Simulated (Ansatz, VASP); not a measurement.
## InSe in VASP and in Ansatz

The input INCAR:

```
  PREC = Accurate
  ENCUT = 520
  EDIFF = 1E-8
  ISMEAR = -1
  SIGMA = 0.02
  LREAL = F
  LASPH = T
  NELM = 60
  ALGO = Normal
  ISIF = 2
  LWAVE = F
  LCHARG = F
  GGA = PE
  LEFG = T
  NBANDS = 27
```

File KPOINTS:

```
regular mesh
0
Gamma
  7 7 6
```

File POSCAR:

```
InSe
1.0
    5.8285195928     -2.0412076381      0.0000000000
    5.8285195928      2.0412076381      0.0000000000
   -1.5886810392      0.0000000000      4.2946377038
In Se
2 2
Direct
    0.8840000000      0.8840000000      0.0050000000
    0.1160000000      0.1160000000      0.9950000000
    0.6600000000      0.6600000000      0.6420000000
    0.3400000000      0.3400000000      0.3580000000
```

Input for Ansatz:

```yaml
crystal:
  lattice:
    - [5.8285195928, -2.0412076381, 0.0]
    - [5.8285195928, 2.0412076381, 0.0]
    - [-1.5886810392, 0.0, 4.2946377038]
  atoms:
    - { symbol: In, position: [0.884, 0.884, 0.005] }
    - { symbol: In, position: [0.116, 0.116, 0.995] }
    - { symbol: Se, position: [0.66, 0.66, 0.642] }
    - { symbol: Se, position: [0.34, 0.34, 0.358] }
kpoints:
  mp_grid: { grid: [7, 7, 6] }
scf:
  occupations: { method: fermi_dirac, width: 0.02 }
hamiltonian:
  xc: pbe
  pseudopotentials: { kind: paw }
output:
  forces: true
  stress: true
  eigenvalues: true
  efg: { contact_densities: true }
  write_density: true
  write_potential: true
  elf: true
  volumetric_format: npy
```

Change from the starting cell: volume scaled by 0.98, PAW files.

Alike in both runs: task electric field gradients; functional PBE; k mesh 7 × 7 × 6; occupations fermi-dirac, width 0.02 eV; no spin polarisation.

|  | VASP | Ansatz |
| --- | --- | --- |
| version | VASP 6.6.1 | Ansatz 0.2.0 |
| potentials or method | VASP PAW PBE potentials, release 64 (In_d, Se) | PAW with Ansatz's default frozen-core files, scalar-relativistic |
| plane-wave cutoff (eV) | 520 | 420 |
| valence electrons in the cell | 38 | 58 |

```tsv
	VASP	Ansatz	Ansatz less VASP
gap on the k mesh at the Fermi level (eV)	0.99	1.00	+0.004
pressure (GPa)	4.3	4.3	-0.05
traceless stress, the component that is largest in VASP (GPa)	2.81	2.81	-0.004
rms of the force components (eV/Å)	0.423	0.421	-0.0018
size of Vzz on the site where it differs most (V/Å²)	71.7	74.8	+3.04
```

Atom by atom the forces differ by 0.008 eV/Å (rms over components). With one functional, cell and mesh, what is left measures potentials, basis and numerics. VASP's potentials hold 38 valence electrons a cell and Ansatz's 58, so a difference there can come from the potentials and not from the codes.
